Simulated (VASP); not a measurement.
Wanted: the native input for a VASP 6.6.1 run.

- Task: single point
- Functional: LDA
- Potentials or basis: VASP PAW LDA potentials, release 64 (Mg_sv, Zn, Sb_d_GW)
- Cutoff: 750 eV
- k mesh: 3 × 3 × 2
- Occupations: fermi-dirac, width 0.05 eV
- Spin: no spin polarisation
- Dipole correction: no
- k mesh for the DOS: 5 × 5 × 3
- Mended: yes
- Occupations for the DOS: gaussian
- Further INCAR settings: ALGO = Normal; EDIFF = 1e-06

Mg2ZnSb2:

```
Mg Zn Sb
1.0
     4.44019    0.00011   -0.00183
    -2.22000    3.91256    0.00565
    -0.00299    0.00895    7.26635
Mg Zn Sb
2 1 2
Cartesian
  0.0599 2.5107 2.6818
  2.2353 1.2707 0.0469
  -0.0656 0.1471 4.8572
  -2.1568 3.9064 1.6312
  0.0551 2.6065 5.4865
```

One way to write it, as run:

POSCAR

```
Mg2ZnSb2
1.0
    4.4401900000      0.0001100000     -0.0018300000
   -2.2200000000      3.9125600000      0.0056500000
   -0.0029900000      0.0089500000      7.2663500000
Mg Zn Sb
2 1 2
Direct
    0.3341400000      0.6408500000      0.3686600000
    0.6657900000      0.3247300000      0.0063700000
    0.0037100000      0.0360600000      0.6684300000
    0.0133300000      0.9979100000      0.2237100000
    0.3451300000      0.6644500000      0.7546300000
```

INCAR.step1

```
PREC     = Accurate       # precision mode
ENCUT    = 750            # plane-wave cutoff, eV
EDIFF    = 1E-6           # SCF threshold, eV
ISMEAR   = -1             # smearing method
SIGMA    = 0.05           # smearing width, eV
LREAL    = F              # projectors in reciprocal space
LASPH    = T              # aspherical terms in the spheres
NELM     = 120            # most SCF steps
ALGO     = Normal         # electronic algorithm
ISIF     = 2              # what is computed and relaxed
LWAVE    = F              # write WAVECAR
LCHARG   = T              # write CHGCAR
GGA      = CA             # functional
NBANDS   = 39             # bands
GGA_COMPAT= F            
NEDOS    = 2001           # points of the DOS
LORBIT   = 11             # projections on sites
```

KPOINTS.step1

```
Automatic mesh
0
Gamma
  3 3 2
```

INCAR.step2

```
PREC     = Accurate       # precision mode
ENCUT    = 750            # plane-wave cutoff, eV
EDIFF    = 1E-6           # SCF threshold, eV
ISMEAR   = 0              # smearing method
SIGMA    = 0.05           # smearing width, eV
LREAL    = F              # projectors in reciprocal space
LASPH    = T              # aspherical terms in the spheres
NELM     = 120            # most SCF steps
ALGO     = Normal         # electronic algorithm
ISIF     = 2              # what is computed and relaxed
LWAVE    = F              # write WAVECAR
LCHARG   = F              # write CHGCAR
GGA      = CA             # functional
LORBIT   = 11             # projections on sites
NEDOS    = 2001           # points of the DOS
ICHARG   = 11             # starting density
GGA_COMPAT= F
```

KPOINTS.step2

```
Automatic mesh
0
Gamma
  5 5 3
```

Potentials or basis: VASP PAW LDA potentials, release 64 (Mg_sv, Zn, Sb_d_GW).

Command:

```bash
$ cat potpaw_LDA.64/Mg_sv/POTCAR potpaw_LDA.64/Zn/POTCAR potpaw_LDA.64/Sb_d_GW/POTCAR > POTCAR
$ cp INCAR.step1 INCAR
$ cp KPOINTS.step1 KPOINTS
$ mpirun -np 1 vasp_std > vasp.out
$ cp INCAR.step2 INCAR
$ cp KPOINTS.step2 KPOINTS
$ mpirun -np 1 vasp_std > vasp.out
```

Results of the run:

```
Valence electrons inside the program's atomic spheres : Mg 8.11, 8.08; Zn 10.73; Sb 12.86, 12.83
```

Caveat: the k points lie up to 0.54 Å⁻¹ apart.

Run time: 3.8 min on 1 thread of Intel(R) Xeon(R) 6975P-C (Granite Rapids) (shared host), peak memory 0.46 GiB.
